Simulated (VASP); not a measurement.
## Al: single point with PBEsol

Crystal: Al.

```
CELL_PARAMETERS angstrom
2.82708 0.00000 0.00000
-1.41354 2.44832 0.00000
0.00000 0.00000 9.18599
ATOMIC_POSITIONS crystal
Al 0.66667 0.33333 0.75000
Al 0.00000 0.00000 0.50000
Al 0.33333 0.66667 0.25000
Al 0.00000 0.00000 0.00000
```

```yaml
Program: VASP 6.6.1
Task: single point
Functional: PBEsol
Potentials_or_basis: VASP PAW PBE potentials, release 64 (Al)
Cutoff: 520 eV
k_mesh: 11 × 11 × 3
Occupations: fermi-dirac, width 0.05 eV
Spin: no spin polarisation
```

```json
{
 "Pressure": "2.0 GPa",
 "Band gap on the k mesh": "zero (band 6 reaches 12.35 eV, above the bottom of band 7 at 6.41 eV)"
}
```

Stress tensor (GPa, compression positive):
```
1.36 0.00 0.00
0.00 1.36 0.00
0.00 0.00 3.35
```

Levels at points of the mesh, in eV from the Fermi level:
```
           k point  band 3  band 4  band 5  band 6  band 7  band 8  band 9  band 10
(0.00, 0.00, 0.00)   -9.66   -4.72   -4.37    3.60    3.61   10.85   10.85    11.01
```

It took 18 s on 1 thread of Intel Xeon 6975P-C (shared host), peak memory 0.18 GiB.

Caveat: the PAW data sets were made with another functional, which shifts forces and pressure a little.
